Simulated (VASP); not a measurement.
# Mg5O (P-62m) in VASP: single point with PBE

Aim: the single point of Mg5O with PBE.

Everything below comes from runs of VASP 6.6.1. Logs are shortened: lines on timing, memory, paths and dates and some standing lists are left out, and cuts for length are marked.

**1. The cell of the first run**

Symmetry: P-62m, No. 189, hexagonal system. Conventional cell: a = 7.157 Å, b = 7.157 Å, c = 2.880 Å, α = 90.00°, β = 90.00°, γ = 120.00°. Mg (site symmetry m2m) has 2 O at 2.20 Å and 4 Mg at 2.88 to 2.89 Å within 2.9 Å. Mg (site symmetry -6) has 8 Mg at 2.88 to 3.16 Å within 3.8 Å. O (site symmetry -62m) has 6 Mg at 2.20 Å and 2 O at 2.88 Å within 2.9 Å.

**2. Single point, PBE**

File INCAR:

```
  PREC = Accurate
  ENCUT = 600
  EDIFF = 1E-6
  ISMEAR = 0
  SIGMA = 0.2
  LREAL = F
  LASPH = T
  NELM = 120
  ALGO = Normal
  ISIF = 2
  LWAVE = F
  LCHARG = F
  GGA = PE
  NBANDS = 17
  GGA_COMPAT = F
```

File KPOINTS:

```
Automatic mesh
0
Gamma
  4 4 3
```

File POSCAR:

```
Mg5O
1.0
    7.1565776852      0.0000000000      0.0000000000
   -3.5782888426      6.1977780796      0.0000000000
    0.0000000000      0.0000000000      2.8803981052
Mg O
5 1
Direct
    0.0000000000      0.7669013948      0.0000000000
    0.7669013948      0.0000000000      0.0000000000
    0.2330986052      0.2330986052      0.0000000000
    0.6666666667      0.3333333333      0.5000000000
    0.3333333333      0.6666666667      0.5000000000
    0.0000000000      0.0000000000      0.5000000000
```

Potentials or basis: VASP PAW PBE potentials, release 64 (Mg, O).

On the command line:

```console
$ cat potpaw_PBE.64/Mg/POTCAR potpaw_PBE.64/O/POTCAR > POTCAR
$ mpirun -np 1 vasp_std > vasp.out
```

OUTCAR:

```text
PREC = Accurate
   ENCUT = 600
   EDIFF = 1E-6
   ISMEAR = 0
   LREAL = F
   LASPH = T
   NELM = 120
   ISIF = 2
   GGA = PE

 ion  position               nearest neighbor table
   1  0.000  0.767  0.000-   6 2.20   6 2.20   2 2.89   3 2.89   5 3.16   5 3.16   4 3.16   4 3.16

   2  0.767  0.000  0.000-   6 2.20   6 2.20   1 2.89   3 2.89   4 3.16   4 3.16   5 3.16   5 3.16

   3  0.233  0.233  0.000-   6 2.20   6 2.20   2 2.89   1 2.89   4 3.16   4 3.16   5 3.16   5 3.16

   4  0.667  0.333  0.500-   2 3.16   2 3.16   1 3.16   1 3.16   3 3.16   3 3.16
   5  0.333  0.667  0.500-   1 3.16   1 3.16   2 3.16   2 3.16   3 3.16   3 3.16
   6  0.000  0.000  0.500-   2 2.20   2 2.20   3 2.20   1 2.20   1 2.20   3 2.20

  LATTYP: Found a hexagonal cell.
 ALAT       =     7.1565776852
 C/A-ratio  =     0.4024826156

  Lattice vectors:

 A1 = (   7.1565776852,   0.0000000000,   0.0000000000)
 A2 = (  -3.5782888426,   6.1977780796,   0.0000000000)
 A3 = (   0.0000000000,   0.0000000000,   2.8803981052)

Analysis of symmetry for initial positions (statically):
=====================================================================
 Subroutine PRICEL returns:
 Original cell was already a primitive cell.

 Routine SETGRP: Setting up the symmetry group for a
 hexagonal supercell.

 Subroutine GETGRP returns: Found 12 space group operations
 (whereof 12 operations were pure point group operations)
 out of a pool of 24 trial point group operations.

The static configuration has the point symmetry D_3h.

Analysis of symmetry for dynamics (positions and initial velocities):
=====================================================================
 Subroutine PRICEL returns:
 Original cell was already a primitive cell.

 Routine SETGRP: Setting up the symmetry group for a
 hexagonal supercell.

 Subroutine GETGRP returns: Found 12 space group operations
 (whereof 12 operations were pure point group operations)
 out of a pool of 24 trial point group operations.

The dynamic configuration has the point symmetry D_3h.

 Subroutine INISYM returns: Found 12 space group operations
 (whereof 12 operations are pure point group operations),
 and found     1 'primitive' translations

----------------------------------------------------------------------------------------

                                     Primitive cell

  volume of cell :     127.7597

  direct lattice vectors                    reciprocal lattice vectors
     7.156577685  0.000000000  0.000000000     0.139731593  0.080674073  0.000000000
    -3.578288843  6.197778080  0.000000000     0.000000000  0.161348146  0.000000000
     0.000000000  0.000000000  2.880398105     0.000000000  0.000000000  0.347174232

  length of vectors
     7.156577685  7.156577685  2.880398105     0.161348146  0.161348146  0.347174232

  position of ions in fractional coordinates (direct lattice)
     0.000000000  0.766901395  0.000000000
     0.766901395  0.000000000  0.000000000
     0.233098605  0.233098605  0.000000000
     0.666666667  0.333333333  0.500000000
     0.333333333  0.666666667  0.500000000
     0.000000000  0.000000000  0.500000000

  ion indices of the primitive-cell ions
   primitive index   ion index
                 1           1
                 2           2
                 3           3
                 4           4
                 5           5
                 6           6

----------------------------------------------------------------------------------------

 KPOINTS: Automatic mesh

Automatic generation of k-mesh.
 Grid dimensions read from file:
 generate k-points for:    4    4    3

 Generating k-lattice:

  Cartesian coordinates                     Fractional coordinates (reciprocal lattice)
     0.034932898  0.020168518  0.000000000     0.250000000  0.000000000  0.000000000
     0.000000000  0.040337036  0.000000000     0.000000000  0.250000000  0.000000000
     0.000000000  0.000000000  0.115724744     0.000000000  0.000000000  0.333333333

  Length of vectors
     0.040337036  0.040337036  0.115724744

  Shift w.r.t. Gamma in fractional coordinates (k-lattice)
     0.000000000  0.000000000  0.000000000

 Subroutine IBZKPT returns following result:
 ===========================================

 Found      8 irreducible k-points:

 Following reciprocal coordinates:
            Coordinates               Weight
  0.000000  0.000000  0.000000      1.000000
  0.250000  0.000000  0.000000      6.000000
  0.500000  0.000000  0.000000      3.000000
  0.250000  0.250000  0.000000      6.000000
  0.000000  0.000000  0.333333      2.000000
  0.250000  0.000000  0.333333     12.000000
  0.500000  0.000000  0.333333      6.000000
  0.250000  0.250000  0.333333     12.000000
   k-points           NKPTS =      8   k-points in BZ     NKDIM =      8   number of bands    NBANDS=     17
   number of dos      NEDOS =    301   number of ions     NIONS =      6
   total plane-waves  NPLWV =  86400
   dimension x,y,z NGX =    60 NGY =   60 NGZ =   24
   dimension x,y,z NGXF=   120 NGYF=  120 NGZF=   48
   ions per type =               5   1
   NGX,Y,Z   is equivalent  to a cutoff of  13.94, 13.94, 13.85 a.u.
   NGXF,Y,Z  is equivalent  to a cutoff of  27.88, 27.88, 27.70 a.u.
 SYSTEM =  unknown system
   PREC   = accura    normal or accurate (medium, high low for compatibility)
   ISTART =      0    job   : 0-new  1-cont  2-samecut
   ICHARG =      2    charge: 1-file 2-atom 10-const
   ISPIN  =      1    spin polarized calculation?
   LNONCOLLINEAR =      F non collinear calculations
   LSORBIT =      F    spin-orbit coupling
   LASPH  =      T    aspherical Exc in radial PAW
   ENCUT  =  600.0 eV  44.10 Ry    6.64 a.u.  14.29 14.29  5.75*2*pi/ulx,y,z
   NELM   =    120;   NELMIN=  2; NELMDL= -5     # of ELM steps
   EDIFF  = 0.1E-05   stopping-criterion for ELM
   LREAL  =      F    real-space projection
   EDIFFG = 0.1E-04   stopping-criterion for IOM
   NSW    =      0    number of steps for IOM
   IBRION =     -1    ionic relax: 0-MD 1-quasi-New 2-CG
   NFREE  =      0    steps in history (QN), initial steepest desc. (CG)
   ISIF   =      2    stress and relaxation
   ISYM   =      2    0-nonsym 1-usesym 2-fastsym
   POTIM  = 0.5000    time-step for ionic-motion
   TEBEG  =    0.0;   TEEND  =   0.0 temperature during run
   PSTRESS=    0.0 pullay stress
   NELECT =      16.0000    total number of electrons
   NUPDOWN=      -1.0000    fix difference up-down
   EMIN   =  10.00;   EMAX   =-10.00  energy-range for DOS
   EFERMI =   0.00;   METHOD = LEGACY
   ISMEAR =     0;   SIGMA  =   0.20  broadening in eV -4-tet -1-fermi 0-gaus
   EFERMI_NEDOS =   21; number of points for ismear=-14 and -15
   IALGO  =     38    algorithm
   IMIX   =      4    mixing-type and parameters
     AMIX     =   0.40;   BMIX     =  1.00
     AMIX_MAG =   1.60;   BMIX_MAG =  1.00
  volume/ion in A,a.u.               =      21.29       143.69
  Fermi-wavevector in a.u.,A,eV,Ry     =   0.819062  1.547803  9.127642  0.670863
  Thomas-Fermi vector in A             =   1.929800
   LORBIT       =      0    0 simple, 1 ext, 2 COOP (PROOUT), +10 PAW based schemes
   GGA     = PE    functional components
   LHFCALC =     F    Hartree Fock is set to
   AEXX    =    0.0000 exact exchange contribution
   IVDW    =     0    specifies the selected vdW correction
   LEPSILON=     F    determine dielectric tensor
   LRPA    =     F    only Hartree local field effects (RPA)
 non-spin polarized calculation
 Gauss-broadening in eV      SIGMA  =   0.20
  energy-cutoff  :      600.00
  volume of cell :      127.76
 maximum number of plane-waves:      4337
 NGX is ok and might be reduce to    60
   NGX = 29   NGY = 29   NGZ = 11

 number of electron      16.0000000 magnetization

 Free energy of the ion-electron system (eV)
  ---------------------------------------------------
  ext. energy  EPLUGINS =         0.00000000
  ---------------------------------------------------
  free energy    TOTEN  =       -15.95632223 eV

  energy without entropy =      -15.90279996  energy(sigma->0) =      -15.92956109

 E-fermi :   2.3905     XC(G=0):  -8.3864

 val. band max:        2.2734893722   @ k =   0.5000   0.0000   0.3333
 cond. band min:       2.4109620474   @ k =   0.5000   0.0000   0.0000
 fundamental gap:      0.1374726753
 Fermi energy:         2.3904841644

 k-point     1 :       0.0000    0.0000    0.0000
  band No.  band energies     occupation
      1     -16.9927      2.00000
      2      -3.5348      2.00000
      3      -3.5348      2.00000
      4      -3.3501      2.00000
      5      -1.2768      2.00000
      6      -0.4289      2.00000
[... 9 lines left out ...]
     16       8.4271      0.00000
     17       9.9543      0.00000

 k-point     2 :       0.2500    0.0000    0.0000
  band No.  band energies     occupation
      1     -16.9926      2.00000
      2      -3.8343      2.00000
      3      -3.5636      2.00000
      4      -2.7778      2.00000
      5      -1.2767      2.00000
      6      -1.2241      2.00000
[... 9 lines left out ...]
     16       8.3625      0.00000
     17       9.6054      0.00000

 k-point     3 :       0.5000    0.0000    0.0000
  band No.  band energies     occupation
      1     -16.9924      2.00000
      2      -3.9470      2.00000
      3      -3.5919      2.00000
      4      -2.1785      2.00000
      5      -1.7744      2.00000
      6      -1.2767      2.00000
[... 9 lines left out ...]
     16       8.8511      0.00000
     17       8.9220      0.00000

 k-point     4 :       0.2500    0.2500    0.0000
  band No.  band energies     occupation
      1     -16.9924      2.00000
      2      -3.8852      2.00000
      3      -3.6907      2.00000
      4      -2.1392      2.00000
      5      -1.6034      2.00000
      6      -1.2767      2.00000
[... 9 lines left out ...]
     16       8.2613      0.00000
     17      10.7457      0.00000

 k-point     5 :       0.0000    0.0000    0.3333
  band No.  band energies     occupation
      1     -16.5827      2.00000
      2      -3.9445      2.00000
      3      -2.7407      2.00000
      4      -2.7407      2.00000
      5      -1.2433      2.00000
      6       1.4863      2.00000
[... 9 lines left out ...]
     16       8.1101      0.00000
     17       8.1101      0.00000

 k-point     6 :       0.2500    0.0000    0.3333
  band No.  band energies     occupation
      1     -16.5827      2.00000
      2      -3.9325      2.00000
      3      -2.8090      2.00000
      4      -2.7504      2.00000
      5      -0.9516      2.00000
      6       0.6214      2.00000
[... 9 lines left out ...]
     16       7.6345      0.00000
     17       7.9238      0.00000

 k-point     7 :       0.5000    0.0000    0.3333
  band No.  band energies     occupation
      1     -16.5826      2.00000
      2      -3.9200      2.00000
      3      -2.8676      2.00000
      4      -2.7601      2.00000
      5      -0.3638      2.00000
      6      -0.1550      2.00000
[... 9 lines left out ...]
     16       7.2926      0.00000
     17       7.7036      0.00000

 k-point     8 :       0.2500    0.2500    0.3333
  band No.  band energies     occupation
      1     -16.5826      2.00000
      2      -3.9202      2.00000
      3      -2.8422      2.00000
      4      -2.7869      2.00000
      5      -0.4915      2.00000
      6       0.1044      2.00000
[... 9 lines left out ...]
     16       7.4052      0.00000
     17       7.9741      0.00000

------------------------ aborting loop because EDIFF is reached ----------------------------------------

  FORCE on cell =-STRESS in cart. coord.  units (eV):
  Direction    XX          YY          ZZ          XY          YZ          ZX
  --------------------------------------------------------------------------------------
  -------------------------------------------------------------------------------------
  Total       -0.0409972     -0.0409972     -0.2059588      0.0000000      0.0000000      0.0000000
  in kB       -0.5141271     -0.5141271     -2.5828374      0.0000000      0.0000000      0.0000000
  external PRESSURE =      -1.2036972 kB  Pullay stress =       0.0000000 kB

 VOLUME and BASIS-vectors are now :
 -----------------------------------------------------------------------------
  energy-cutoff  :      600.00
  volume of cell :      127.76
      direct lattice vectors                 reciprocal lattice vectors
     7.156577685  0.000000000  0.000000000     0.139731593  0.080674073  0.000000000
    -3.578288843  6.197778080  0.000000000     0.000000000  0.161348146  0.000000000
     0.000000000  0.000000000  2.880398105     0.000000000  0.000000000  0.347174232

 POSITION                                       TOTAL-FORCE (eV/Angst)
 -----------------------------------------------------------------------------------
     -2.74419      4.75308      0.00000         0.032808     -0.056826      0.000000
      5.48839      0.00000      0.00000        -0.065616     -0.000000     -0.000000
      0.83409      1.44469      0.00000         0.032808      0.056826      0.000000
      3.57829      2.06593      1.44020         0.000000     -0.000000      0.000000
     -0.00000      4.13185      1.44020         0.000000     -0.000000      0.000000
      0.00000      0.00000      1.44020         0.000000     -0.000000      0.000000
 -----------------------------------------------------------------------------------
    total drift:                                0.000000     -0.000000     -0.000000

  FREE ENERGIE OF THE ION-ELECTRON SYSTEM (eV)
  ---------------------------------------------------
  free  energy   TOTEN  =       -15.9563222301 eV

  energy  without entropy=      -15.9027999583  energy(sigma->0) =      -15.92956109
```

Wall time 30 s (1 thread of Intel Xeon Platinum 8259CL at 2.50GHz (Skylake/Cascade Lake), shared host); peak memory 0.27 GiB.

Results:

| Item | Value |
| --- | --- |
| Free energy | -15.9563 eV |
| Pressure | -0.1 GPa |
| Largest force | 0.066 eV/Å |
| Band gap on the k mesh | zero (band 8 reaches 3.05 eV, above the bottom of band 9 at 1.67 eV) |

Forces on the atoms (eV/Å):
```
Mg   0.033 -0.057  0.000
Mg  -0.066  0.000  0.000
Mg   0.033  0.057  0.000
Mg   0.000  0.000  0.000
Mg   0.000  0.000  0.000
O    0.000  0.000  0.000
```

Stress tensor (GPa, compression positive):
```
-0.05  0.00  0.00
 0.00 -0.05  0.00
 0.00  0.00 -0.26
```

Levels at points of the mesh, in eV from the Fermi level:
| k point | band 4 | band 5 | band 6 | band 7 | band 8 | band 9 | band 10 | band 11 | band 12 | band 13 |
| --- | --- | --- | --- | --- | --- | --- | --- | --- | --- | --- |
| (0.00, 0.00, 0.00) | -5.74 | -3.67 | -2.82 | -2.22 | -2.22 | -0.49 | -0.49 | 0.89 | 4.95 | 4.95 |
| (0.50, 0.00, 0.00) | -4.57 | -4.16 | -3.67 | -2.60 | -1.80 | 0.02 | 0.91 | 1.70 | 2.37 | 3.67 |

Caveat: the k points lie up to 0.73 Å⁻¹ apart.
